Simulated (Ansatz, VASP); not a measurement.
# One calculation of GaSb3, two programs

```
Ga Sb
1.0
     0.00000    3.64813    3.64813
     3.64813    0.00000    3.64813
     3.64813    3.64813    0.00000
Ga Sb
1 3
Direct
  0.00000 0.00000 0.00000
  0.26850 0.23150 0.23150
  0.73150 0.76850 0.76850
  0.50000 0.50000 0.50000
```

Change from the starting cell: mode 4 frozen in at -0.135 Å, equal normal strain along x and y +0.0000.

Alike in both runs: task single point; functional PBE; dispersion D3(BJ); k mesh 10 × 10 × 10; occupations gaussian, width 0.15 eV; no spin polarisation.

|  | VASP | Ansatz |
| --- | --- | --- |
| version | VASP 6.6.1 | Ansatz 0.2.0 |
| potentials or method | VASP PAW PBE potentials, release 64 (Ga_d, Sb), cutoff 520 eV | scalar-relativistic, plane waves, PAW |
| valence electrons in the cell | 28 | 58 |

```tsv
	VASP	Ansatz	Ansatz less VASP
gap on the k mesh at the Fermi level (eV)	none	none	-
pressure (GPa)	0.5	0.6	+0.06
traceless stress, the component that is largest in VASP (GPa)	-0.90	-0.90	+0.001
rms of the force components (eV/Å)	0.200	0.199	-0.0018
```

Atom by atom the forces differ by 0.002 eV/Å (rms over components). A gap of «none» marks a metal or a gap that the smearing closes. VASP's potentials hold 28 valence electrons a cell and Ansatz's 58, so a difference there can come from the potentials and not from the codes.

Spin-orbit coupling is off throughout.
